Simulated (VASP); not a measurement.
# Be (P6_3/mmc) in VASP: further runs, part 3 of 3

VASP 6.6.1. Earlier steps stand in the parts before.

### 5 Relaxation of cell and atoms, PBEsol+D3(BJ)

This run uses another cell than the first one, of 8.11 Å³/atom, 1.044 times its volume.

File INCAR:

```
SYSTEM = Be
ALGO = Fast
EDIFF = 1E-7
EDIFFG = -0.01
ENCUT = 600
GGA = PS
IBRION = 2
ISIF = 3
ISMEAR = -1
IVDW = 12
LASPH = .True.
LCHARG = .False.
LREAL = .False.
LWAVE = .False.
NELM = 100
NSW = 60
PREC = Accurate
SIGMA = 0.05
```

File KPOINTS:

```
k-points
0
Gamma
  13 13 8
  0 0 0
```

File POSCAR:

```
Be
1.0
    2.2853000000      0.0000000000      0.0000000000
   -1.1426500000      1.9791278553      0.0000000000
    0.0000000000      0.0000000000      3.5842000000
Be
2
Direct
    0.6666666667      0.3333333333      0.7500000000
    0.3333333333      0.6666666667      0.2500000000
```

Potentials or basis: VASP PAW PBE potentials, release 64 (Be).

Started as:

```sh
> cat potpaw_PBE.64/Be/POTCAR > POTCAR
> mpirun -np 1 vasp_std > vasp.out
```

OUTCAR:

```text
SYSTEM = Be
   EDIFF = 1E-7
   EDIFFG = -0.01
   ENCUT = 600
   GGA = PS
   IBRION = 2
   ISIF = 3
   ISMEAR = -1
   IVDW = 12
   LASPH = .True.
   LREAL = .False.
   NELM = 100
   NSW = 60
   PREC = Accurate
 IVDW          = 12

 ion  position               nearest neighbor table
   1  0.667  0.333  0.750-   2 2.23   2 2.23   2 2.23   2 2.23   2 2.23   2 2.23
   2  0.333  0.667  0.250-   1 2.23   1 2.23   1 2.23   1 2.23   1 2.23   1 2.23

  LATTYP: Found a hexagonal cell.
 ALAT       =     2.2853000000
 C/A-ratio  =     1.5683717674

  Lattice vectors:

 A1 = (   2.2853000000,   0.0000000000,   0.0000000000)
 A2 = (  -1.1426500000,   1.9791278553,   0.0000000000)
 A3 = (   0.0000000000,   0.0000000000,   3.5842000000)

Analysis of symmetry for initial positions (statically):
=====================================================================
 Subroutine PRICEL returns:
 Original cell was already a primitive cell.

 Routine SETGRP: Setting up the symmetry group for a
 hexagonal supercell.

 Subroutine GETGRP returns: Found 24 space group operations
 (whereof 12 operations were pure point group operations)
 out of a pool of 24 trial point group operations.

The static configuration has the point symmetry D_3d.
 The point group associated with its full space group is D_6h.

Analysis of symmetry for dynamics (positions and initial velocities):
=====================================================================
 Subroutine PRICEL returns:
 Original cell was already a primitive cell.

 Routine SETGRP: Setting up the symmetry group for a
 hexagonal supercell.

 Subroutine GETGRP returns: Found 24 space group operations
 (whereof 12 operations were pure point group operations)
 out of a pool of 24 trial point group operations.

The dynamic configuration has the point symmetry D_3d.
 The point group associated with its full space group is D_6h.

 Subroutine INISYM returns: Found 24 space group operations
 (whereof 12 operations are pure point group operations),
 and found     1 'primitive' translations

----------------------------------------------------------------------------------------

                                     Primitive cell

  volume of cell :      16.2110

  direct lattice vectors                    reciprocal lattice vectors
     2.285300000  0.000000000  0.000000000     0.437579311  0.252636533  0.000000000
    -1.142650000  1.979127855  0.000000000     0.000000000  0.505273066  0.000000000
     0.000000000  0.000000000  3.584200000     0.000000000  0.000000000  0.279002288

  length of vectors
     2.285300000  2.285300000  3.584200000     0.505273066  0.505273066  0.279002288

  position of ions in fractional coordinates (direct lattice)
     0.666666667  0.333333333  0.750000000
     0.333333333  0.666666667  0.250000000

  ion indices of the primitive-cell ions
   primitive index   ion index
                 1           1
                 2           2

----------------------------------------------------------------------------------------

 KPOINTS: k-points

Automatic generation of k-mesh.
 Grid dimensions read from file:
 generate k-points for:   13   13    8

 Generating k-lattice:

  Cartesian coordinates                     Fractional coordinates (reciprocal lattice)
     0.033659947  0.019433579  0.000000000     0.076923077  0.000000000  0.000000000
     0.000000000  0.038867159  0.000000000     0.000000000  0.076923077  0.000000000
     0.000000000  0.000000000  0.034875286     0.000000000  0.000000000  0.125000000

  Length of vectors
     0.038867159  0.038867159  0.034875286

  Shift w.r.t. Gamma in fractional coordinates (k-lattice)
     0.000000000  0.000000000  0.000000000

 Subroutine IBZKPT returns following result:
 ===========================================

 Found    105 irreducible k-points:

 Following reciprocal coordinates:
            Coordinates               Weight
  0.000000  0.000000  0.000000      1.000000
  0.076923  0.000000  0.000000      6.000000
  0.153846  0.000000  0.000000      6.000000
  0.230769  0.000000  0.000000      6.000000
  0.307692  0.000000  0.000000      6.000000
  0.384615  0.000000  0.000000      6.000000
[... 16 lines left out ...]
  0.076923  0.000000  0.125000     12.000000
  0.153846  0.000000  0.125000     12.000000
 [... further k-points ...]
   k-points           NKPTS =    105   k-points in BZ     NKDIM =    105   number of bands    NBANDS=      6
   number of dos      NEDOS =    301   number of ions     NIONS =      2
   total plane-waves  NPLWV =   9720
   dimension x,y,z NGX =    18 NGY =   18 NGZ =   30
   dimension x,y,z NGXF=    36 NGYF=   36 NGZF=   60
   ions per type =               2
   NGX,Y,Z   is equivalent  to a cutoff of  13.09, 13.09, 13.91 a.u.
   NGXF,Y,Z  is equivalent  to a cutoff of  26.19, 26.19, 27.83 a.u.
 SYSTEM =  Be
   PREC   = accura    normal or accurate (medium, high low for compatibility)
   ISTART =      0    job   : 0-new  1-cont  2-samecut
   ICHARG =      2    charge: 1-file 2-atom 10-const
   ISPIN  =      1    spin polarized calculation?
   LNONCOLLINEAR =      F non collinear calculations
   LSORBIT =      F    spin-orbit coupling
   LASPH  =      T    aspherical Exc in radial PAW
   ENCUT  =  600.0 eV  44.10 Ry    6.64 a.u.   4.56  4.56  7.16*2*pi/ulx,y,z
   NELM   =    100;   NELMIN=  2; NELMDL= -5     # of ELM steps
   EDIFF  = 0.1E-06   stopping-criterion for ELM
   LREAL  =      F    real-space projection
   EDIFFG = -.1E-01   stopping-criterion for IOM
   NSW    =     60    number of steps for IOM
   IBRION =      2    ionic relax: 0-MD 1-quasi-New 2-CG
   NFREE  =      1    steps in history (QN), initial steepest desc. (CG)
   ISIF   =      3    stress and relaxation
   ISYM   =      2    0-nonsym 1-usesym 2-fastsym
   POTIM  = 0.5000    time-step for ionic-motion
   TEBEG  =    0.0;   TEEND  =   0.0 temperature during run
   PSTRESS=    0.0 pullay stress
   NELECT =       4.0000    total number of electrons
   NUPDOWN=      -1.0000    fix difference up-down
   EMIN   =  10.00;   EMAX   =-10.00  energy-range for DOS
   EFERMI =   0.00;   METHOD = LEGACY
   ISMEAR =    -1;   SIGMA  =   0.05  broadening in eV -4-tet -1-fermi 0-gaus
   EFERMI_NEDOS =   21; number of points for ismear=-14 and -15
   IALGO  =     68    algorithm
   IMIX   =      4    mixing-type and parameters
     AMIX     =   0.40;   BMIX     =  1.00
     AMIX_MAG =   1.60;   BMIX_MAG =  1.00
  volume/ion in A,a.u.               =       8.11        54.70
  Fermi-wavevector in a.u.,A,eV,Ry     =   1.026814  1.940397 14.345258  1.054347
  Thomas-Fermi vector in A             =   2.160726
   LORBIT       =      0    0 simple, 1 ext, 2 COOP (PROOUT), +10 PAW based schemes
   GGA     = PS    functional components
   LHFCALC =     F    Hartree Fock is set to
   AEXX    =    0.0000 exact exchange contribution
   IVDW    =    12    specifies the selected vdW correction
   LEPSILON=     F    determine dielectric tensor
   LRPA    =     F    only Hartree local field effects (RPA)
 conjugate gradient relaxation of ions
 non-spin polarized calculation
 RMM-DIIS sequential band-by-band and
  energy-cutoff  :      600.00
  volume of cell :       16.21
 maximum number of plane-waves:       555
   NGX =  9   NGY =  9   NGZ = 15

--------------------------------------- Ionic step        1  -------------------------------------------

 number of electron       4.0000000 magnetization

 Free energy of the ion-electron system (eV)
  ---------------------------------------------------
  ext. energy  EPLUGINS =         0.00000000
  ---------------------------------------------------
  free energy    TOTEN  =        -7.98847734 eV

  energy without entropy =       -7.98739822  energy(sigma->0) =       -7.98793778

------------------------ aborting loop because EDIFF is reached ----------------------------------------

 Edisp (eV)   -0.52814

 E8    (eV) :    -0.2956
[... 191 lines left out ...]
--------------------------------------- Ionic step        6  -------------------------------------------

 number of electron       4.0000000 magnetization

 Free energy of the ion-electron system (eV)
  ---------------------------------------------------
  ext. energy  EPLUGINS =         0.00000000
  ---------------------------------------------------
  free energy    TOTEN  =        -7.98008243 eV

  energy without entropy =       -7.97916977  energy(sigma->0) =       -7.97962610

 E-fermi :   7.2545     XC(G=0): -10.7798

 val. band max:        7.1593403551   @ k =   0.2308   0.1538   0.0000
 cond. band min:       7.3488386067   @ k =   0.3077   0.1538   0.0000
 fundamental gap:      0.1894982516
 Fermi energy:         7.2544872268

 k-point     1 :       0.0000    0.0000    0.0000
  band No.  band energies     occupation
      1      -4.1814      2.00000
      2       2.8217      2.00000
      3       8.7991      0.00000
      4      24.0522      0.00000
      5      24.0522      0.00000
      6      27.0169      0.00000
[... 199 lines left out ...]
 k-point    24 :       0.1538    0.0000    0.1250
  band No.  band energies     occupation
      1      -3.3522      2.00000
      2       2.9242      2.00000
      3      10.0700      0.00000
      4      19.8102      0.00000
      5      21.4897      0.00000
      6      26.2559      0.00000

 [... further k-points ...]

------------------------ aborting loop because EDIFF is reached ----------------------------------------

 Edisp (eV)   -0.57069

 E8    (eV) :    -0.3194
[... 25 lines left out ...]
  FREE ENERGIE OF THE ION-ELECTRON SYSTEM (eV)
  ---------------------------------------------------
  free  energy   TOTEN  =        -8.5507675538 eV

  energy  without entropy=       -8.5498548927  energy(sigma->0) =       -8.55031122

 reached required accuracy - stopping structural energy minimisation
```

OSZICAR:

```text
N       E                     dE             d eps       ncg     rms          rms(c)
DAV:   1    -0.238851367887E+01   -0.23885E+01   -0.19660E+03  1272   0.618E+02
DAV:   2    -0.796890596074E+01   -0.55804E+01   -0.52063E+01  1920   0.694E+01
DAV:   3    -0.801947980536E+01   -0.50574E-01   -0.47881E-01  1716   0.573E+00
DAV:   4    -0.801954700471E+01   -0.67199E-04   -0.67199E-04  1836   0.176E-01
[... 35 lines left out ...]
RMM:   4    -0.798011669679E+01   -0.13100E-08   -0.38826E-08   940   0.266E-03
   5 F= -.85507660E+01 E0= -.85503041E+01  d E =-.174937E-03
       N       E                     dE             d eps       ncg     rms          rms(c)
DAV:   1    -0.798008245745E+01    0.34238E-04   -0.20291E-05  1812   0.310E-02    0.157E-03
RMM:   2    -0.798008243476E+01    0.22692E-07   -0.81160E-08   928   0.268E-03
   6 F= -.85507676E+01 E0= -.85503112E+01  d E =-.176497E-03
```

CONTCAR:

```text
Be
   1.00000000000000
     2.2263281439257918   -0.0000000000000000    0.0000000000000000
    -1.1131640719628959    1.9280567298289888    0.0000000000000000
     0.0000000000000000   -0.0000000000000000    3.4970516379932888
  Be
     2
Direct
     0.6666666667000030    0.3333333332999970    0.7500000000000000
     0.3333333332999970    0.6666666667000030    0.2500000000000000

  0.00000000E+00  0.00000000E+00  0.00000000E+00
  0.00000000E+00  0.00000000E+00  0.00000000E+00
```

Run time: 19 s. Hardware: 1 thread of Intel Xeon 6975P-C, shared host; peak memory 0.14 GiB.

What came out:

- Free energy: -8.5508 eV
- Relaxed volume: 7.51 Å³/atom
- Relaxed cell: a = 2.226 Å, b = 2.226 Å, c = 3.497 Å, α = 90.00°, β = 90.00°, γ = 120.00°
- Space group after relaxing (to 0.05 Å): P6_3/mmc (No. 194)
- Energy gained by relaxing: 17.1 meV/atom
- Ionic steps: 6
- Pressure after relaxing: 0.2 GPa
- Band gap on the k mesh: zero (band 2 reaches 8.55 eV, above the bottom of band 3 at 6.91 eV)
- Dispersion energy per atom: -0.285 eV

Step by step:
| step | energy change (eV) | largest force (eV/Å) | pressure (GPa) | volume (Å³) |
| --- | --- | --- | --- | --- |
| 1 | 0.0000 | 0.0000 | -8.77 | 16.21 |
| 2 | -0.0333 | 0.0000 | -1.35 | 15.19 |
| 3 | -0.0340 | 0.0000 | -0.08 | 15.04 |
| 4 | -0.0340 | 0.0000 | 0.12 | 15.02 |
| 5 | -0.0341 | 0.0000 | 0.15 | 15.01 |
| 6 | -0.0341 | 0.0000 | 0.15 | 15.01 |

Final structure:
```cif
data_structure
_symmetry_space_group_name_H-M 'P 1'
_symmetry_Int_Tables_number 1
_cell_length_a 2.2263
_cell_length_b 2.2263
_cell_length_c 3.4971
_cell_angle_alpha 90.000
_cell_angle_beta 90.000
_cell_angle_gamma 120.000
_cell_volume 15.01
loop_
_atom_site_label
_atom_site_type_symbol
_atom_site_fract_x
_atom_site_fract_y
_atom_site_fract_z
_atom_site_occupancy
Be1 Be 0.66667 0.33333 0.75000 1
Be2 Be 0.33333 0.66667 0.25000 1
```

Caveat: the PAW data sets were made with another functional, which shifts forces and pressure a little; pairwise dispersion overbinds metals, which lowers pressure and volume.

### 6 Overview

| task | level | cell | cutoff (eV) | gap on the mesh (eV) | pressure (GPa) | relaxed volume (Å³/atom) |
| --- | --- | --- | --- | --- | --- | --- |
| single point | PBEsol+D4 | a = 2.253, b = 2.253, c = 3.533 Å, angles 90.0, 90.0, 120.0°, 2 atoms | 520 | none | 0.4 | - |
| single point | PBEsol+D3(BJ) | a = 2.285, b = 2.285, c = 3.584 Å, angles 90.0, 90.0, 120.0°, 2 atoms | 520 | none | -8.8 | - |
| relaxation of cell and atoms | PBEsol | relaxed from a = 2.285, b = 2.285, c = 3.584 Å, angles 90.0, 90.0, 120.0°, 2 atoms | 600 | none | 0.1 | 7.86 |
| relaxation of cell and atoms | PBEsol+D3(BJ) | relaxed from a = 2.285, b = 2.285, c = 3.584 Å, angles 90.0, 90.0, 120.0°, 2 atoms | 600 | none | 0.2 | 7.51 |

Alike in all rows: potentials or basis VASP PAW PBE potentials, release 64 (Be); no spin polarisation; k mesh 13 × 13 × 8; smearing fermi-dirac 0.05 eV.

Caveats: the PAW data sets were made with another functional, which shifts forces and pressure a little; pairwise dispersion overbinds metals, which lowers pressure and volume (some runs); three body term missing (some runs).

Total energies depend on the potentials used, so only differences within one code and one set of settings carry meaning.
